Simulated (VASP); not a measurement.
Write the native input for VASP 6.6.1 that does the following.

| Property | Result |
| --- | --- |
| Task | single point |
| Functional | PBEsol |
| Dispersion | D4 |
| Potentials or basis | VASP PAW PBE potentials, release 64 (In_d) |
| Cutoff | 520 eV |
| k mesh | 11 × 11 × 11 |
| Occupations | fermi-dirac, width 0.05 eV |
| Spin | no spin polarisation |
| Dipole correction | no |
| Further INCAR settings | ALGO = Normal; EDIFF = 1e-07; NBANDS = 12 |

The structure of In lies in POSCAR:

```
In
1.0
   -1.6155014936      1.6155014936      2.3774194284
    1.6155014936     -1.6155014936      2.3774194284
    1.6155014936      1.6155014936     -2.3774194284
In
1
Direct
    0.0000000000      0.0000000000      0.0000000000
```

These files were run (other wordings do the same):

INCAR

```
SYSTEM = In
  PREC = Accurate
  ENCUT = 520
  EDIFF = 1E-7
  ISMEAR = -1
  SIGMA = 0.05
  LREAL = .False.
  LASPH = .True.
  NELM = 80
  ALGO = Normal
  ISIF = 2
  LWAVE = .False.
  LCHARG = .True.
  GGA = PS
  IVDW = 13
  LELF = .True.
  LVHAR = .True.
  NBANDS = 12
```

KPOINTS

```
Automatic mesh
0
Gamma
  11 11 11
  0 0 0
```

Potentials or basis: VASP PAW PBE potentials, release 64 (In_d).

Launch:

```console
$ cat potpaw_PBE.64/In_d/POTCAR > POTCAR
$ mpirun -np 1 vasp_std > vasp.out
```

It gave:

```yaml
Pressure: 0.0 GPa
Dispersion_energy_per_atom: -0.221 eV
```

Caveat: the PAW data sets were made with another functional, which shifts forces and pressure a little; pairwise dispersion overbinds metals, which lowers pressure and volume.

Wall time 22 s on 1 thread of Intel(R) Xeon(R) Platinum 8488C (Sapphire Rapids), on a shared host, peak memory 0.18 GiB.
